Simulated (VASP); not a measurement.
# Cu (I4/mmm) in VASP: single point with PBE

Aim: the single point of Cu with PBE.

All numbers are computed with VASP 6.6.1; they aren't measurements. Logs are shortened: lines on timing, memory, paths and dates and some standing lists are left out, and cuts for length are marked.

**1. The cell of the first run**

The structure is tetragonal, space group I4/mmm (No. 139). The conventional cell has a = 2.993 Å, b = 2.993 Å, c = 2.687 Å, α = 90.00°, β = 90.00°, γ = 90.00°. Cu (site symmetry 4/mmm) has 14 Cu at 2.51 to 2.99 Å within 3.3 Å.

**2. Single point, PBE**

Input file INCAR:

```
  ALGO = Normal
  EDIFF = 1E-7
  ENCUT = 520
  GGA = PE
  ISIF = 2
  ISMEAR = 0
  LASPH = T
  LCHARG = F
  LREAL = F
  LWAVE = F
  NBANDS = 12
  NELM = 60
  PREC = Accurate
  SIGMA = 0.1
```

Input file KPOINTS:

```
k-points
0
Gamma
  10 10 10
```

Input file POSCAR:

```
Cu
1.0
   -1.4966514922      1.4966514922      1.3432897362
    1.4966514922     -1.4966514922      1.3432897362
    1.4966514922      1.4966514922     -1.3432897362
Cu
1
Direct
    0.0069619972     -0.0955496260     -0.0462522114
```

Potentials or basis: VASP PAW PBE potentials, release 64 (Cu).

Run with:

```console
$ cat potpaw_PBE.64/Cu/POTCAR > POTCAR
$ mpirun -np 1 vasp_std > vasp.out
```

OUTCAR:

```text
EDIFF = 1E-7
   ENCUT = 520
   GGA = PE
   ISIF = 2
   ISMEAR = 0
   LASPH = T
   LREAL = F
   NELM = 60
   PREC = Accurate

 ion  position               nearest neighbor table
   1  0.007  0.904  0.954-

  LATTYP: Found a body centered tetragonal cell.
 ALAT       =     2.9933029844
 C/A-ratio  =     0.8975300818

  Lattice vectors:

 A1 = (  -1.4966514922,   1.4966514922,   1.3432897362)
 A2 = (   1.4966514922,  -1.4966514922,   1.3432897362)
 A3 = (   1.4966514922,   1.4966514922,  -1.3432897362)

Analysis of symmetry for initial positions (statically):
=====================================================================
 Subroutine PRICEL returns:
 Original cell was already a primitive cell.

 Routine SETGRP: Setting up the symmetry group for a
 body centered tetragonal supercell.

 Subroutine GETGRP returns: Found 16 space group operations
 (whereof  1 operations were pure point group operations)
 out of a pool of 16 trial point group operations.

The static configuration has the point symmetry C_1 .
 The point group associated with its full space group is D_4h.

Analysis of symmetry for dynamics (positions and initial velocities):
=====================================================================
 Subroutine PRICEL returns:
 Original cell was already a primitive cell.

 Routine SETGRP: Setting up the symmetry group for a
 body centered tetragonal supercell.

 Subroutine GETGRP returns: Found 16 space group operations
 (whereof  1 operations were pure point group operations)
 out of a pool of 16 trial point group operations.

The dynamic configuration has the point symmetry C_1 .
 The point group associated with its full space group is D_4h.

 Subroutine INISYM returns: Found 16 space group operations
 (whereof  1 operations are pure point group operations),
 and found     1 'primitive' translations

----------------------------------------------------------------------------------------

                                     Primitive cell

  volume of cell :      12.0357

  direct lattice vectors                    reciprocal lattice vectors
    -1.496651492  1.496651492  1.343289736     0.000000000  0.334079111  0.372220517
     1.496651492 -1.496651492  1.343289736     0.334079111  0.000000000  0.372220517
     1.496651492  1.496651492 -1.343289736     0.334079111  0.334079111  0.000000000

  length of vectors
     2.506862320  2.506862320  2.506862320     0.500156941  0.500156941  0.472459210

  position of ions in fractional coordinates (direct lattice)
     0.006961997  0.904450374  0.953747789
[... 85 lines left out ...]
   TEBEG  =    0.0;   TEEND  =   0.0 temperature during run
   PSTRESS=    0.0 pullay stress
   NELECT =      11.0000    total number of electrons
   NUPDOWN=      -1.0000    fix difference up-down
   EMIN   =  10.00;   EMAX   =-10.00  energy-range for DOS
   EFERMI =   0.00;   METHOD = LEGACY
   ISMEAR =     0;   SIGMA  =   0.10  broadening in eV -4-tet -1-fermi 0-gaus
   EFERMI_NEDOS =   21; number of points for ismear=-14 and -15
   IALGO  =     38    algorithm
   IMIX   =      4    mixing-type and parameters
     AMIX     =   0.40;   BMIX     =  1.00
     AMIX_MAG =   1.60;   BMIX_MAG =  1.00
  volume/ion in A,a.u.               =      12.04        81.22
  Fermi-wavevector in a.u.,A,eV,Ry     =   1.588725  3.002255 34.341743  2.524047
  Thomas-Fermi vector in A             =   2.687684
   LORBIT       =      0    0 simple, 1 ext, 2 COOP (PROOUT), +10 PAW based schemes
   GGA     = PE    functional components
   LHFCALC =     F    Hartree Fock is set to
   AEXX    =    0.0000 exact exchange contribution
   IVDW    =     0    specifies the selected vdW correction
   LEPSILON=     F    determine dielectric tensor
   LRPA    =     F    only Hartree local field effects (RPA)
 non-spin polarized calculation
 Gauss-broadening in eV      SIGMA  =   0.10
  energy-cutoff  :      520.00
  volume of cell :       12.04
 maximum number of plane-waves:       345
   NGX =  9   NGY =  9   NGZ =  9

 number of electron      10.9999994 magnetization

 Free energy of the ion-electron system (eV)
  ---------------------------------------------------
  ext. energy  EPLUGINS =         0.00000000
  ---------------------------------------------------
  free energy    TOTEN  =        -3.67636118 eV

  energy without entropy =       -3.67229395  energy(sigma->0) =       -3.67432757

 E-fermi :   7.3705     XC(G=0): -12.6170

 val. band max:        7.3630183352   @ k =   0.3000   0.1000   0.1000
 cond. band min:       7.3850585399   @ k =  -0.2000   0.4000   0.2000
 fundamental gap:      0.0220402047
 Fermi energy:         7.3704612316

 k-point     1 :       0.0000    0.0000    0.0000
  band No.  band energies     occupation
      1      -1.8497      2.00000
      2       4.0452      2.00000
      3       4.4742      2.00000
      4       4.4742      2.00000
      5       4.9993      2.00000
      6       5.4583      2.00000
      7      30.7602      0.00000
      8      30.7602      0.00000
      9      34.0699      0.00000
     10      34.5000      0.00000
     11      34.9005      0.00000
     12      35.4514      0.00000
[... 331 lines left out ...]
 k-point    24 :       0.4000    0.3000    0.0000
  band No.  band energies     occupation
      1       3.3245      2.00000
      2       3.7020      2.00000
      3       3.9778      2.00000
      4       5.2767      2.00000
      5       5.3760      2.00000
      6       9.9212      0.00000
      7      13.1837      0.00000
      8      15.1783      0.00000
      9      24.2863      0.00000
     10      32.4900      0.00000
     11      35.5423      0.00000
     12      40.4486      0.00000

 [... further k-points ...]

------------------------ aborting loop because EDIFF is reached ----------------------------------------

  FORCE on cell =-STRESS in cart. coord.  units (eV):
  Direction    XX          YY          ZZ          XY          YZ          ZX
  --------------------------------------------------------------------------------------
  -------------------------------------------------------------------------------------
  Total        0.0405885      0.0405885      0.0447163      0.0000000      0.0000000      0.0000000
  in kB        5.4030986      5.4030986      5.9525882      0.0000000      0.0000000      0.0000000
  external PRESSURE =       5.5862618 kB  Pullay stress =       0.0000000 kB

 VOLUME and BASIS-vectors are now :
 -----------------------------------------------------------------------------
  energy-cutoff  :      520.00
  volume of cell :       12.04
      direct lattice vectors                 reciprocal lattice vectors
    -1.496651492  1.496651492  1.343289736     0.000000000  0.334079111  0.372220517
     1.496651492 -1.496651492  1.343289736     0.334079111  0.000000000  0.372220517
     1.496651492  1.496651492 -1.343289736     0.334079111  0.334079111  0.000000000

 POSITION                                       TOTAL-FORCE (eV/Angst)
 -----------------------------------------------------------------------------------
      2.77066      0.08420     -0.05687         0.000000      0.000000     -0.000000
 -----------------------------------------------------------------------------------
    total drift:                                0.000005      0.000014      0.000042

  FREE ENERGIE OF THE ION-ELECTRON SYSTEM (eV)
  ---------------------------------------------------
  free  energy   TOTEN  =        -3.6763611832 eV

  energy  without entropy=       -3.6722939516  energy(sigma->0) =       -3.67432757
```

Wall time 6 s (1 thread of Intel Xeon 6975P-C (Granite Rapids), shared host); peak memory 0.13 GiB.

What came out:

```
Free energy : -3.6764 eV
Pressure    : 0.6 GPa
```
